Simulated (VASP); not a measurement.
Set up this calculation in VASP 6.6.1, as the native input.

```yaml
Task: single point
Functional: PBEsol
Potentials_or_basis: VASP PAW PBE potentials, release 64 (Fe, O)
Cutoff: 520 eV
k_mesh: 8 × 8 × 8
Occupations: gaussian, width 0.05 eV
Spin: collinear spin, ferromagnetic start
Starting_moments: "[3.84, 0.21] μB"
Hubbard_terms: Fe d U = 5.0 eV
Dipole_correction: no
Further_INCAR_settings: ALGO = Normal; EDIFF = 1e-07; NBANDS = 18
```

The structure of FeO lies in POSCAR:

```
FeO
1.0
    0.0000000000      2.1554001600      2.1554001600
    2.1554001600      0.0000000000      2.1554001600
    2.1554001600      2.1554001600      0.0000000000
Fe O
1 1
Direct
    0.0000000000      0.0000000000      0.0000000000
    0.5000000000      0.5000000000      0.5000000000
```

One way to write it, as run:

INCAR

```
SYSTEM = FeO
PREC = Accurate
ENCUT = 520
EDIFF = 1E-7
ISMEAR = 0
SIGMA = 0.05
LREAL = .FALSE.
LASPH = .TRUE.
NELM = 150
ALGO = Normal
ISIF = 2
LWAVE = .FALSE.
LCHARG = .FALSE.
ISPIN = 2
MAGMOM = 3.84 0.21
LORBIT = 11
LMAXMIX = 4
LDAU = .TRUE.
LDAUTYPE = 2
LDAUL = 2 -1
LDAUU = 5 0
LDAUJ = 0 0
LDAUPRINT = 1
GGA = PS
NBANDS = 18
```

KPOINTS

```
regular mesh
0
G
  8 8 8
  0 0 0
```

Potentials or basis: VASP PAW PBE potentials, release 64 (Fe, O).

Launch:

```bash
$ cat potpaw_PBE.64/Fe/POTCAR potpaw_PBE.64/O/POTCAR > POTCAR
$ mpirun -np 1 vasp_std > vasp.out
```

Results of the run:

| Item | Value |
| --- | --- |
| Pressure | -8.8 GPa |
| Band gap on the k mesh | zero (filled and empty bands overlap) |
| Net moment | 4.00 μB per cell |
| Site moments | Fe +3.86; O +0.18 μB |
| Valence electrons inside the program's atomic spheres | Fe 6.75; O 4.99 |

Caveat: the PAW data sets were made with another functional, which shifts forces and pressure a little; a cell with one magnetic atom can't hold antiferromagnetic order, which such compounds often take.

It took 18 s on 1 thread of Intel Xeon 6975P-C, on a shared host, peak memory 0.16 GiB.
